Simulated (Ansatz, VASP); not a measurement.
**C in VASP and in Ansatz**

File INCAR:

```
SYSTEM = C
ALGO = Normal ; EDIFF = 1E-6
ENCUT = 520 ; ISIF = 2
ISMEAR = -1 ; LASPH = .True.
LCHARG = .True. ; LELF = .True.
LREAL = .False. ; LVHAR = .True.
LWAVE = .False. ; NBANDS = 11
NELM = 80 ; PREC = Accurate
SIGMA = 0.08
```

The input KPOINTS:

```
k-points
0
Gamma
  20 20 20
  0 0 0
```

POSCAR

```
C
1.0
    0.0000000000      1.7774354070      1.7774354070
    1.7774354070      0.0000000000      1.7774354070
    1.7774354070      1.7774354070      0.0000000000
C
2
Direct
    0.5000000000      0.5000000000      0.5000000000
    0.7500000000      0.7500000000      0.7500000000
```

Input for Ansatz:

```yaml
crystal:
  lattice:
    - [0.0, 1.777435407, 1.777435407]
    - [1.777435407, 0.0, 1.777435407]
    - [1.777435407, 1.777435407, 0.0]
  atoms:
    - { symbol: C, position: [0.5, 0.5, 0.5] }
    - { symbol: C, position: [0.75, 0.75, 0.75] }
kpoints:
  mp_grid: { grid: [20, 20, 20] }
  band_path:
    path:
      - [0.0, 0.0, 0.0]
      - [0.5, 0.0, 0.5]
      - [0.625, 0.25, 0.625]
      - [0.375, 0.375, 0.75]
      - [0.0, 0.0, 0.0]
      - [0.5, 0.5, 0.5]
      - [0.5, 0.25, 0.75]
      - [0.5, 0.0, 0.5]
    npoints: 5
scf:
  occupations: { method: fermi_dirac, width: 0.08 }
hamiltonian:
  xc: lda
  pseudopotentials: { kind: all_electron, lapw: { basis_error: 0.0005 } }
output:
  forces: true
  stress: true
  eigenvalues: true
```

Change from the starting cell: volume scaled by 0.99.

Alike in both runs: task single point; functional LDA; k mesh 20 × 20 × 20; occupations fermi-dirac, width 0.08 eV; no spin polarisation.

|  | VASP | Ansatz |
| --- | --- | --- |
| version | VASP 6.6.1 | Ansatz 0.2.0 |
| potentials or method | VASP PAW LDA potentials, release 64 (C), cutoff 520 eV | all-electron LAPW, scalar-relativistic |

|  | VASP | Ansatz | Ansatz less VASP |
| --- | --- | --- | --- |
| gap on the k mesh at the Fermi level (eV) | 4.13 | 4.13 | +0.006 |
| pressure (GPa) | -7.3 | -8.7 | -1.39 |

LDA's correlation is that of Perdew and Zunger in VASP and of Perdew and Wang (1992) in Ansatz. Ansatz ran all-electron here, and VASP with PAW potentials.
